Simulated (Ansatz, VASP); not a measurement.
ScTa in VASP and in Ansatz

Contents of INCAR:

```
PREC     = Accurate       # precision mode
ENCUT    = 600            # plane-wave cutoff, eV
EDIFF    = 1E-6           # SCF threshold, eV
ISMEAR   = 0              # smearing method
SIGMA    = 0.1            # smearing width, eV
LREAL    = False          # projectors in reciprocal space
LASPH    = True           # aspherical terms in the spheres
NELM     = 60             # most SCF steps
ALGO     = Normal         # electronic algorithm
ISIF     = 3              # what is computed and relaxed
LWAVE    = False          # write WAVECAR
LCHARG   = False          # write CHGCAR
GGA      = PE             # functional
IBRION   = 2              # ionic algorithm
NSW      = 90             # ionic steps
EDIFFG   = -0.04          # ionic threshold
```

The input KPOINTS:

```
regular mesh
0
Gamma
  4 6 4
```

File POSCAR:

```
ScTa
1.0
    4.7457689447      0.0000000000      0.0000000000
    0.0000000000      3.1405823899      0.0000000000
    0.0000000000      0.0000000000      4.8454699730
Sc Ta
2 2
Direct
    0.7500000000      0.0000000000      0.6870000000
    0.2500000000      0.0000000000      0.3130000000
    0.7500000000      0.5000000000      0.1880000000
    0.2500000000      0.5000000000      0.8120000000
```

Input for Ansatz:

```yaml
crystal:
  lattice:
    - [4.7457689447, 0.0, 0.0]
    - [0.0, 3.1405823899, 0.0]
    - [0.0, 0.0, 4.845469973]
  atoms:
    - { symbol: Sc, position: [0.75, 0.0, 0.687] }
    - { symbol: Sc, position: [0.25, 0.0, 0.313] }
    - { symbol: Ta, position: [0.75, 0.5, 0.188] }
    - { symbol: Ta, position: [0.25, 0.5, 0.812] }
basis:
  ecutwfc: 420
kpoints:
  mp_grid: { grid: [4, 6, 4] }
hamiltonian:
  xc: pbe
scf:
  occupations: { method: gaussian, width: 0.1 }
  lower_state_search: "off"
output:
  forces: true
  stress: true
  eigenvalues: true
relax:
  adjacent_minimum: "off"
  f_tol: 0.04
  max_steps: 70
  cell: { stress_tol: 0.4 }
```

Alike in both runs: task relaxation of cell and atoms; functional PBE; k mesh 4 × 6 × 4; occupations gaussian, width 0.1 eV; no spin polarisation.

```csv
,VASP,Ansatz
version,VASP 6.6.1,Ansatz 0.2.0
potentials or method,"VASP PAW PBE potentials, release 64 (Sc_sv, Ta_pv), cutoff 600 eV","scalar-relativistic, plane waves, PAW"
valence electrons in the cell,44,48
```

|  | VASP | Ansatz | Ansatz less VASP |
| --- | --- | --- | --- |
| gap on the k mesh at the Fermi level, each at its own relaxed structure (eV) | none | none | - |
| relaxed volume (Å³/atom) | 20.57 | 20.54 | -0.028 |
| relaxed cell length with the largest relative difference (Å) | 5.595 | 5.582 | -0.0130 |

A gap of «none» marks a metal or a gap that the smearing closes. VASP's potentials hold 44 valence electrons a cell and Ansatz's 48, so a difference there can come from the potentials and not from the codes.

Spin-orbit coupling is off throughout.
